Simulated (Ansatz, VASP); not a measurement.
**Ge: VASP beside Ansatz**

POSCAR

```
Ge
1.0
    1.3971490000     -2.6135185800      0.0000000000
    1.3971490000      2.6135185800      0.0000000000
    0.0000000000      0.0000000000      2.6982310000
Ge
1
Direct
    0.5000000000      0.5000000000      0.0000000000
```

INCAR.step1

```
SYSTEM = Ge
ALGO = Normal
EDIFF = 1E-4
ENCUT = 520
GGA = PE
ISMEAR = 0
LASPH = .True.
LCHARG = .False.
LREAL = .False.
LWAVE = .True.
NBANDS = 13
NELM = 60
PREC = Accurate
SIGMA = 0.15
```

The input INCAR.step2:

```
SYSTEM = Ge
ALGO = Normal
EDIFF = 1E-6
ENCUT = 520
ISIF = 2
ISMEAR = 0
ISTART = 1
LASPH = .True.
LCHARG = .False.
LMIXTAU = .True.
LREAL = .False.
LWAVE = .False.
METAGGA = R2SCAN
NBANDS = 13
NELM = 60
PREC = Accurate
SIGMA = 0.15
```

Contents of KPOINTS:

```
k-points
0
Gamma
  20 20 18
  0 0 0
```

Input for Ansatz:

```yaml
crystal:
  lattice:
    - [1.397149, -2.61351858, 0.0]
    - [1.397149, 2.61351858, 0.0]
    - [0.0, 0.0, 2.698231]
  atoms:
    - { symbol: Ge, position: [0.5, 0.5, 0.0] }
basis:
  ecutwfc: 500
kpoints:
  mp_grid: { grid: [20, 20, 18] }
hamiltonian:
  xc: r2scan
scf:
  occupations: { method: gaussian, width: 0.15 }
output:
  forces: true
  stress: true
  eigenvalues: true
```

Change from the starting cell: strain +0.0050 x Voigt [0, 1, 0, 0, 0, 0], atoms carried along.

Alike in both runs: task single point; functional r2SCAN; k mesh 20 × 20 × 18; occupations gaussian, width 0.15 eV; no spin polarisation.

```csv
,VASP,Ansatz
version,VASP 6.6.1,Ansatz 0.2.0
potentials or method,"VASP PAW PBE potentials, release 64 (Ge_d), cutoff 520 eV","scalar-relativistic, plane waves, PAW"
valence electrons in the cell,14,14
```

Ansatz gave:

- gap on the k mesh at the Fermi level (eV): none
- pressure (GPa): -3.4
- traceless stress, the component that is largest in VASP (GPa): 0.76

Problem. Estimate VASP's values.

Solution. gap on the k mesh at the Fermi level (eV): none; pressure (GPa): -3.6; traceless stress, the component that is largest in VASP (GPa): 0.75.

VASP's potentials were made for PBE, not for r2SCAN. A gap of «none» marks a metal or a gap that the smearing closes.
